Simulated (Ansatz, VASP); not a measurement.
# Two plane-wave programs on Rh

```xyz
1
Lattice="0.0190 1.9111 1.9111 1.9111 0.0190 1.9111 1.9111 1.9111 0.0190" Properties=species:S:1:pos:R:3 pbc="T T T"
Rh    0.0000    0.0000    0.0000
```

Change from the starting cell: equal xy, yz and zx shear strains of +1 %, PAW files.

Alike in both runs: task electric field gradients; functional PBEsol; k mesh 16 × 16 × 16; occupations fermi-dirac, width 0.08 eV; no spin polarisation.

```csv
,VASP,Ansatz
version,VASP 6.6.1,Ansatz 0.2.0
potentials or method,"VASP PAW PBE potentials, release 64 (Rh_pv)","PAW with Ansatz's default frozen-core files, scalar-relativistic"
plane-wave cutoff (eV),520,420
valence electrons in the cell,15,17
```

```csv
,VASP,Ansatz,Ansatz less VASP
pressure (GPa),-4.8,-4.8,+0.07
"traceless stress, the component that is largest in VASP (GPa)",-1.94,-1.94,-0.001
size of Vzz on the site where it differs most (V/Å²),1.4,0.2,-1.18
```

VASP's potentials were made for PBE, not for PBEsol. VASP's potentials hold 15 valence electrons a cell and Ansatz's 17, so a difference there can come from the potentials and not from the codes.
